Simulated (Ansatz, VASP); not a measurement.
## Two plane-wave programs on MnO2

```
Mn O
1.0
     2.91260    0.00000    0.00000
    -1.45630    2.52239    0.00000
     0.00000    0.00000    4.69162
Mn O
1 2
Direct
  0.00000 0.00000 0.50000
  0.33333 0.66667 0.70629
  0.66667 0.33333 0.29371
```

Alike in both runs: task single point; functional LDA; k mesh 11 × 11 × 6; occupations fermi-dirac, width 0.05 eV; collinear spin.

|  | VASP | Ansatz |
| --- | --- | --- |
| version | VASP 6.6.1 | Ansatz 0.2.0 |
| potentials or method | VASP PAW LDA potentials, release 64 (Mn_pv, O) | Ansatz PAW |
| plane-wave cutoff (eV) | 520 | 420 |
| valence electrons in the cell | 25 | 27 |

```csv
,VASP,Ansatz,Ansatz less VASP
gap on the k mesh at the Fermi level (eV),0.52,0.65,+0.133
least direct gap on the mesh (eV),0.57,0.71,+0.137
pressure (GPa),-17.5,-18.2,-0.69
"traceless stress, the component that is largest in VASP (GPa)",4.97,5.27,+0.303
rms of the force components (eV/Å),0.569,0.605,+0.0361
net moment per atom (μB),1.00,1.00,0.000
size of the moment on the site where the two differ most (μB),2.84,2.54,-0.293
```

LDA's correlation is that of Perdew and Zunger in VASP and of Perdew and Wang (1992) in Ansatz. Site moments also hang on the region over which each program counts them. Atom by atom the forces differ by 0.036 eV/Å (rms over components). VASP's potentials hold 25 valence electrons a cell and Ansatz's 27, so a difference there can come from the potentials and not from the codes.

Noted on Ansatz's run: odd divisions of the mesh miss points on the zone boundary, where band edges often lie, so the gap on the mesh can be too wide.
